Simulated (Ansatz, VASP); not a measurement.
## One calculation of Li, two programs

```
Li
1.0
     1.62049   -2.11230    0.00000
     1.62049    2.11230    0.00000
     0.00000    0.00000    3.21090
Li
1
Direct
  0.00000 0.00000 0.00000
```

Alike in both runs: task relaxation of cell and atoms; functional PBE; k mesh 6 × 6 × 6; occupations gaussian, width 0.1 eV; no spin polarisation.

|  | VASP | Ansatz |
| --- | --- | --- |
| version | VASP 6.6.1 | Ansatz 0.2.0 |
| potentials or method | VASP PAW PBE potentials, release 64 (Li_sv), cutoff 600 eV | scalar-relativistic, plane waves, PAW |
| valence electrons in the cell | 3 | 3 |

```csv
,VASP,Ansatz,Ansatz less VASP
"gap on the k mesh at the Fermi level, each at its own relaxed structure (eV)",none,none,-
relaxed volume (Å³/atom),20.14,20.29,+0.148
relaxed length of the cell vector where the two differ most in proportion (Å),2.820,2.826,+0.0059
```

A gap of «none» marks a metal or a gap that the smearing closes.

The k mesh is coarse, so the values compare programs but aren't converged. Noted on VASP's run: the cutoff is under 1.25 times that of the potentials, so the pressure is a little rough.
